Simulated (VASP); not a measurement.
# LuTl2 (P6/mmm) in VASP: further runs

LuTl2 is run at these levels: PBE; tasks: single point.

Program: VASP 6.6.1. These are calculated values, not measurements. Logs are shortened: lines on timing, memory, paths and dates and some standing lists are left out, and cuts for length are marked.

### 1 The cell of the first run

It takes space group P6/mmm (No. 191, hexagonal). Conventional cell: a = 5.445 Å, b = 5.445 Å, c = 3.255 Å, α = 90.00°, β = 90.00°, γ = 120.00°. Lu (site symmetry 6/mmm) has 2 Lu at 3.26 Å and 12 Tl at 3.54 Å within 4.3 Å. Tl (site symmetry -6m2) has 5 Tl at 3.14 to 3.26 Å and 6 Lu at 3.54 Å within 4.1 Å.

### 2 Single point, PBE

The input, INCAR:

```
ALGO = Fast
EDIFF = 1E-6
ENCUT = 520
GGA = PE
ISIF = 2
ISMEAR = 0
LASPH = True
LCHARG = True
LELF = True
LREAL = False
LVHAR = True
LWAVE = False
NBANDS = 32
NELM = 80
PREC = Accurate
SIGMA = 0.1
```

The input, KPOINTS:

```
k-points
0
Gamma
  6 6 4
```

The input, POSCAR:

```
LuTl2
1.0
    5.4451641246      0.0000000030      0.0000000000
   -2.7225820649      4.7156504582      0.0000000000
    0.0000000000      0.0000000000      3.2553464859
Lu Tl
1 2
Direct
    0.0000000000      0.0000000000      0.0000000000
    0.3333333333      0.6666666667      0.5000000000
    0.6666666667      0.3333333333      0.5000000000
```

Potentials or basis: VASP PAW PBE potentials, release 64 (Lu, Tl_d).

On the command line:

```console
$ cat potpaw_PBE.64/Lu/POTCAR potpaw_PBE.64/Tl_d/POTCAR > POTCAR
$ mpirun -np 1 vasp_std > vasp.out
```

OUTCAR:

```text
EDIFF = 1E-6
   ENCUT = 520
   GGA = PE
   ISIF = 2
   ISMEAR = 0
   LASPH = True
   LREAL = False
   NELM = 80
   PREC = Accurate

 ion  position               nearest neighbor table
   1  0.000  0.000  0.000-   2 3.54   3 3.54   2 3.54   3 3.54   3 3.54   3 3.54   2 3.54   2 3.54
                             3 3.54   3 3.54   2 3.54   2 3.54
   2  0.333  0.667  0.500-   3 3.14   3 3.14   3 3.14   1 3.54   1 3.54   1 3.54   1 3.54   1 3.54
                             1 3.54
   3  0.667  0.333  0.500-   2 3.14   2 3.14   2 3.14   1 3.54   1 3.54   1 3.54   1 3.54   1 3.54
                             1 3.54

  LATTYP: Found a hexagonal cell.
 ALAT       =     5.4451641246
 C/A-ratio  =     0.5978417567

  Lattice vectors:

 A1 = (   5.4451641246,   0.0000000030,   0.0000000000)
 A2 = (  -2.7225820649,   4.7156504582,   0.0000000000)
 A3 = (   0.0000000000,   0.0000000000,   3.2553464859)

Analysis of symmetry for initial positions (statically):
=====================================================================
 Subroutine PRICEL returns:
 Original cell was already a primitive cell.

 Routine SETGRP: Setting up the symmetry group for a
 hexagonal supercell.

 Subroutine GETGRP returns: Found 24 space group operations
 (whereof 24 operations were pure point group operations)
 out of a pool of 24 trial point group operations.

The static configuration has the point symmetry D_6h.

Analysis of symmetry for dynamics (positions and initial velocities):
=====================================================================
 Subroutine PRICEL returns:
 Original cell was already a primitive cell.

 Routine SETGRP: Setting up the symmetry group for a
 hexagonal supercell.

 Subroutine GETGRP returns: Found 24 space group operations
 (whereof 24 operations were pure point group operations)
 out of a pool of 24 trial point group operations.

The dynamic configuration has the point symmetry D_6h.

 Subroutine INISYM returns: Found 24 space group operations
 (whereof 24 operations are pure point group operations),
 and found     1 'primitive' translations

----------------------------------------------------------------------------------------

                                     Primitive cell

  volume of cell :      83.5891

  direct lattice vectors                    reciprocal lattice vectors
     5.445164125  0.000000003  0.000000000     0.183649193  0.106029911  0.000000000
    -2.722582065  4.715650458  0.000000000    -0.000000000  0.212059823  0.000000000
     0.000000000  0.000000000  3.255346486     0.000000000  0.000000000  0.307186963

  length of vectors
     5.445164125  5.445164125  3.255346486     0.212059823  0.212059823  0.307186963

  position of ions in fractional coordinates (direct lattice)
     0.000000000  0.000000000  0.000000000
     0.333333333  0.666666667  0.500000000
     0.666666667  0.333333333  0.500000000

  ion indices of the primitive-cell ions
   primitive index   ion index
                 1           1
                 2           2
                 3           3

----------------------------------------------------------------------------------------

 KPOINTS: k-points

Automatic generation of k-mesh.
 Grid dimensions read from file:
 generate k-points for:    6    6    4

 Generating k-lattice:

  Cartesian coordinates                     Fractional coordinates (reciprocal lattice)
     0.030608199  0.017671652  0.000000000     0.166666667  0.000000000  0.000000000
    -0.000000000  0.035343304  0.000000000    -0.000000000  0.166666667  0.000000000
     0.000000000  0.000000000  0.076796741     0.000000000  0.000000000  0.250000000

  Length of vectors
     0.035343304  0.035343304  0.076796741

  Shift w.r.t. Gamma in fractional coordinates (k-lattice)
     0.000000000  0.000000000  0.000000000

 Subroutine IBZKPT returns following result:
 ===========================================

 Found     21 irreducible k-points:

 Following reciprocal coordinates:
            Coordinates               Weight
  0.000000  0.000000  0.000000      1.000000
  0.166667  0.000000  0.000000      6.000000
  0.333333  0.000000  0.000000      6.000000
  0.500000  0.000000  0.000000      3.000000
  0.166667  0.166667  0.000000      6.000000
  0.333333  0.166667  0.000000     12.000000
[... 13 lines left out ...]
  0.333333  0.166667  0.500000     12.000000
  0.333333  0.333333  0.500000      2.000000
   k-points           NKPTS =     21   k-points in BZ     NKDIM =     21   number of bands    NBANDS=     32
   number of dos      NEDOS =    301   number of ions     NIONS =      3
   total plane-waves  NPLWV =  38400
   dimension x,y,z NGX =    40 NGY =   40 NGZ =   24
   dimension x,y,z NGXF=    80 NGYF=   80 NGZF=   48
   ions per type =               1   2
   NGX,Y,Z   is equivalent  to a cutoff of  12.21, 12.21, 12.26 a.u.
   NGXF,Y,Z  is equivalent  to a cutoff of  24.42, 24.42, 24.51 a.u.
 SYSTEM =  unknown system
   PREC   = accura    normal or accurate (medium, high low for compatibility)
   ISTART =      0    job   : 0-new  1-cont  2-samecut
   ICHARG =      2    charge: 1-file 2-atom 10-const
   ISPIN  =      1    spin polarized calculation?
   LNONCOLLINEAR =      F non collinear calculations
   LSORBIT =      F    spin-orbit coupling
   LASPH  =      T    aspherical Exc in radial PAW
   ENCUT  =  520.0 eV  38.22 Ry    6.18 a.u.  10.12 10.12  6.05*2*pi/ulx,y,z
   NELM   =     80;   NELMIN=  2; NELMDL= -5     # of ELM steps
   EDIFF  = 0.1E-05   stopping-criterion for ELM
   LREAL  =      F    real-space projection
   EDIFFG = 0.1E-04   stopping-criterion for IOM
   NSW    =      0    number of steps for IOM
   IBRION =     -1    ionic relax: 0-MD 1-quasi-New 2-CG
   NFREE  =      0    steps in history (QN), initial steepest desc. (CG)
   ISIF   =      2    stress and relaxation
   ISYM   =      2    0-nonsym 1-usesym 2-fastsym
   POTIM  = 0.5000    time-step for ionic-motion
   TEBEG  =    0.0;   TEEND  =   0.0 temperature during run
   PSTRESS=    0.0 pullay stress
   NELECT =      51.0000    total number of electrons
   NUPDOWN=      -1.0000    fix difference up-down
   EMIN   =  10.00;   EMAX   =-10.00  energy-range for DOS
   EFERMI =   0.00;   METHOD = LEGACY
   ISMEAR =     0;   SIGMA  =   0.10  broadening in eV -4-tet -1-fermi 0-gaus
   EFERMI_NEDOS =   21; number of points for ismear=-14 and -15
   IALGO  =     68    algorithm
   IMIX   =      4    mixing-type and parameters
     AMIX     =   0.40;   BMIX     =  1.00
     AMIX_MAG =   1.60;   BMIX_MAG =  1.00
  volume/ion in A,a.u.               =      27.86       188.03
  Fermi-wavevector in a.u.,A,eV,Ry     =   1.388508  2.623899 26.231401  1.927954
  Thomas-Fermi vector in A             =   2.512627
   LORBIT       =      0    0 simple, 1 ext, 2 COOP (PROOUT), +10 PAW based schemes
   GGA     = PE    functional components
   LHFCALC =     F    Hartree Fock is set to
   AEXX    =    0.0000 exact exchange contribution
   IVDW    =     0    specifies the selected vdW correction
   LEPSILON=     F    determine dielectric tensor
   LRPA    =     F    only Hartree local field effects (RPA)
 non-spin polarized calculation
 RMM-DIIS sequential band-by-band and
 Gauss-broadening in eV      SIGMA  =   0.10
  energy-cutoff  :      520.00
  volume of cell :       83.59
 maximum number of plane-waves:      2268
   NGX = 21   NGY = 21   NGZ = 13

 number of electron      51.0000001 magnetization

 Free energy of the ion-electron system (eV)
  ---------------------------------------------------
  ext. energy  EPLUGINS =         0.00000000
  ---------------------------------------------------
  free energy    TOTEN  =        -8.97972204 eV

  energy without entropy =       -8.97085236  energy(sigma->0) =       -8.97528720

 E-fermi :   5.8344     XC(G=0): -10.5205

 val. band max:        5.7094081841   @ k =   0.1667   0.0000   0.2500
 cond. band min:       5.8430766852   @ k =   0.1667   0.1667   0.2500
 fundamental gap:      0.1336685010
 Fermi energy:         5.8343535640

 k-point     1 :       0.0000    0.0000    0.0000
  band No.  band energies     occupation
      1     -51.5339      2.00000
      2     -22.2374      2.00000
      3     -22.2374      2.00000
      4     -21.8349      2.00000
      5      -6.3722      2.00000
      6      -6.0830      2.00000
[... 24 lines left out ...]
     31       9.7223      0.00000
     32      10.8557      0.00000

 k-point     2 :       0.1667    0.0000    0.0000
  band No.  band energies     occupation
      1     -51.5339      2.00000
      2     -22.2380      2.00000
      3     -22.2375      2.00000
      4     -21.8349      2.00000
      5      -6.3591      2.00000
      6      -6.1206      2.00000
[... 24 lines left out ...]
     31       9.7255      0.00000
     32      11.1359      0.00000

 k-point     3 :       0.3333    0.0000    0.0000
  band No.  band energies     occupation
      1     -51.5339      2.00000
      2     -22.2393      2.00000
      3     -22.2376      2.00000
      4     -21.8349      2.00000
      5      -6.3265      2.00000
      6      -6.2049      2.00000
[... 24 lines left out ...]
     31       9.8995      0.00000
     32      11.8988      0.00000

 k-point     4 :       0.5000    0.0000    0.0000
  band No.  band energies     occupation
      1     -51.5339      2.00000
      2     -22.2399      2.00000
      3     -22.2377      2.00000
      4     -21.8350      2.00000
      5      -6.2898      2.00000
      6      -6.2664      2.00000
[... 24 lines left out ...]
     31       9.9124      0.00000
     32      11.9231      0.00000

 k-point     5 :       0.1667    0.1667    0.0000
  band No.  band energies     occupation
      1     -51.5339      2.00000
      2     -22.2388      2.00000
      3     -22.2377      2.00000
      4     -21.8349      2.00000
      5      -6.3365      2.00000
      6      -6.1706      2.00000
[... 479 lines left out ...]
     31      10.1355      0.00000
     32      10.2759      0.00000

 k-point    19 :       0.1667    0.1667    0.5000
  band No.  band energies     occupation
      1     -51.5131      2.00000
      2     -22.2735      2.00000
      3     -22.1899      2.00000
      4     -22.1895      2.00000
      5      -6.1602      2.00000
      6      -6.0856      2.00000
[... 24 lines left out ...]
     31       9.2555      0.00000
     32       9.2621      0.00000

 k-point    20 :       0.3333    0.1667    0.5000
  band No.  band energies     occupation
      1     -51.5130      2.00000
      2     -22.2732      2.00000
      3     -22.1903      2.00000
      4     -22.1898      2.00000
      5      -6.1828      2.00000
      6      -6.1473      2.00000
[... 24 lines left out ...]
     31       9.2492      0.00000
     32      10.4254      0.00000

 k-point    21 :       0.3333    0.3333    0.5000
  band No.  band energies     occupation
      1     -51.5130      2.00000
      2     -22.2731      2.00000
      3     -22.1902      2.00000
      4     -22.1902      2.00000
      5      -6.2038      2.00000
      6      -6.1777      2.00000
[... 24 lines left out ...]
     31       8.6147      0.00000
     32      11.8883      0.00000

------------------------ aborting loop because EDIFF is reached ----------------------------------------

  FORCE on cell =-STRESS in cart. coord.  units (eV):
  Direction    XX          YY          ZZ          XY          YZ          ZX
  --------------------------------------------------------------------------------------
  -------------------------------------------------------------------------------------
  Total       -0.0961741     -0.0961741     -0.0246501      0.0000000     -0.0000000      0.0000000
  in kB       -1.8433964     -1.8433964     -0.4724748      0.0000000     -0.0000000      0.0000000
  external PRESSURE =      -1.3864225 kB  Pullay stress =       0.0000000 kB

 VOLUME and BASIS-vectors are now :
 -----------------------------------------------------------------------------
  energy-cutoff  :      520.00
  volume of cell :       83.59
      direct lattice vectors                 reciprocal lattice vectors
     5.445164125  0.000000003  0.000000000     0.183649193  0.106029911  0.000000000
    -2.722582065  4.715650458  0.000000000    -0.000000000  0.212059823  0.000000000
     0.000000000  0.000000000  3.255346486     0.000000000  0.000000000  0.307186963

 POSITION                                       TOTAL-FORCE (eV/Angst)
 -----------------------------------------------------------------------------------
      0.00000      0.00000      0.00000         0.000000     -0.000000      0.000000
     -0.00000      3.14377      1.62767        -0.000000      0.000000     -0.000000
      2.72258      1.57188      1.62767         0.000000     -0.000000      0.000000
 -----------------------------------------------------------------------------------
    total drift:                                0.000000     -0.000000      0.000000

  FREE ENERGIE OF THE ION-ELECTRON SYSTEM (eV)
  ---------------------------------------------------
  free  energy   TOTEN  =        -8.9797220402 eV

  energy  without entropy=       -8.9708523640  energy(sigma->0) =       -8.97528720
```

It took 76 s on 1 thread of Intel Xeon Platinum 8488C (Sapphire Rapids), shared host; peak memory 0.22 GiB.

What came out:

```yaml
Free_energy: -8.9797 eV
Pressure: -0.1 GPa
```

Caveat: the k points lie up to 0.48 Å⁻¹ apart; spin-orbit coupling is left out, which moves the levels of the heavy elements.

### 3 Single point, PBE

This run uses another cell than the first one, of 33.75 Å³/atom, 1.211 times its volume.

The input, INCAR:

```
SYSTEM = LuTl2
  PREC = Accurate
  ENCUT = 520
  EDIFF = 1E-7
  ISMEAR = 0
  SIGMA = 0.1
  LREAL = .FALSE.
  LASPH = .TRUE.
  NELM = 60
  ALGO = Normal
  ISIF = 2
  LWAVE = .FALSE.
  LCHARG = .FALSE.
  GGA = PE
  NBANDS = 32
```

The input, KPOINTS:

```
regular mesh
0
G
  6 6 4
  0 0 0
```

The input, POSCAR:

```
LuTl2
1.0
    5.1849608700      0.0000000000      0.0000000000
   -2.5924804400      4.4903078300      0.0000000000
    0.0000000000      0.0000000000      4.3487505100
Lu Tl
1 2
Direct
    0.0000000000      0.0000000000      0.0000000000
    0.3333333300      0.6666666700      0.5000000000
    0.6666666700      0.3333333300      0.5000000000
```

Potentials or basis: VASP PAW PBE potentials, release 64 (Lu, Tl_d).

On the command line:

```console
$ cat potpaw_PBE.64/Lu/POTCAR potpaw_PBE.64/Tl_d/POTCAR > POTCAR
$ mpirun -np 1 vasp_std > vasp.out
```

Run time: 51 s. Hardware: 1 thread of Intel Xeon Platinum 8488C (Sapphire Rapids), shared host; peak memory 0.26 GiB.

Results (log left out):

- Free energy: -8.3221 eV
- Pressure: -4.3 GPa

Stress tensor (GPa, compression positive):
```
-2.54  0.00  0.00
 0.00 -2.54  0.00
 0.00  0.00 -7.86
```

Levels at points of the mesh, in eV from the Fermi level:
```csv
k point,band 22,band 23,band 24,band 25,band 26,band 27,band 28,band 29,band 30,band 31
"(0.00, 0.00, 0.00)",-6.66,-2.56,-0.94,-0.94,0.02,0.80,0.95,1.95,1.95,2.18
"(0.50, 0.00, 0.00)",-6.66,-6.44,-1.79,-1.50,0.45,1.12,1.65,1.93,2.28,3.69
"(0.00, 0.00, 0.50)",-6.66,-3.91,-1.95,0.40,0.40,0.80,0.80,1.21,1.21,2.71
"(0.50, 0.00, 0.50)",-6.66,-5.49,-1.66,-1.62,-1.62,0.33,0.89,2.01,2.43,2.84
```

Caveat: the k points lie up to 0.36 Å⁻¹ apart; spin-orbit coupling is left out, which moves the levels of the heavy elements.

### 4 Single point, PBE

This run uses another cell than the first one, of 27.29 Å³/atom, 0.979 times its volume.

The input, INCAR:

```
SYSTEM = LuTl2
ALGO = Normal
EDIFF = 1E-6
ENCUT = 520
GGA = PE
ISIF = 2
ISMEAR = 0
LASPH = .True.
LCHARG = .False.
LREAL = .False.
LWAVE = .False.
NBANDS = 32
NELM = 100
PREC = Accurate
SIGMA = 0.1
```

The input, KPOINTS:

```
k-points
0
Gamma
  6 6 6
  0 0 0
```

The input, POSCAR:

```
LuTl2
1.0
    5.2864182366      0.0000000000      0.0000000000
   -2.6432091183      4.5781724879      0.0000000000
    0.0000000000      0.0000000000      3.3827334129
Lu Tl
1 2
Direct
    0.0000000000      0.0000000000      0.0000000000
    0.3333333333      0.6666666667      0.5000000000
    0.6666666667      0.3333333333      0.5000000000
```

On the command line:

```console
$ cat potpaw_PBE.64/Lu/POTCAR potpaw_PBE.64/Tl_d/POTCAR > POTCAR
$ mpirun -np 1 vasp_std > vasp.out
```

It took 57 s on 1 thread of Intel Xeon Platinum 8488C (Sapphire Rapids), shared host; peak memory 0.24 GiB.

The run converged. Its results:

```yaml
Free_energy: -9.1011 eV
Pressure: -0.1 GPa
```

Stress tensor (GPa, compression positive):
```
-0.03  0.00  0.00
 0.00 -0.03  0.00
 0.00  0.00 -0.21
```

Levels at points of the mesh, in eV from the Fermi level:
```csv
k point,band 24,band 25,band 26,band 27,band 28,band 29
"(0.00, 0.00, 0.00)",-1.87,-1.87,-0.83,1.57,1.57,3.47
"(0.50, 0.00, 0.00)",-2.53,-2.12,0.79,1.31,3.04,3.56
"(0.00, 0.00, 0.50)",-1.31,0.06,0.06,1.36,1.36,1.75
"(0.50, 0.00, 0.50)",-1.97,-1.68,-1.63,1.13,1.43,2.55
```

Caveat: spin-orbit coupling is left out, which moves the levels of the heavy elements.

### 5 Overview

| cell | k mesh | gap on the mesh (eV) | pressure (GPa) |
| --- | --- | --- | --- |
| a = 5.445, b = 5.445, c = 3.255 Å, angles 90.0, 90.0, 120.0°, 3 atoms | 6 × 6 × 4 | none | -0.1 |
| a = 5.185, b = 5.185, c = 4.349 Å, angles 90.0, 90.0, 120.0°, 3 atoms | 6 × 6 × 4 | none | -4.3 |
| a = 5.286, b = 5.286, c = 3.383 Å, angles 90.0, 90.0, 120.0°, 3 atoms | 6 × 6 × 6 | none | -0.1 |

Alike in all rows: task single point; level PBE; potentials or basis VASP PAW PBE potentials, release 64 (Lu, Tl_d); no spin polarisation; cutoff (eV) 520; smearing gaussian 0.1 eV.

Caveats: some runs use coarse meshes; spin-orbit coupling is left out, which moves the levels of the heavy elements.

Absolute energies hang on the potentials; compare differences alone.
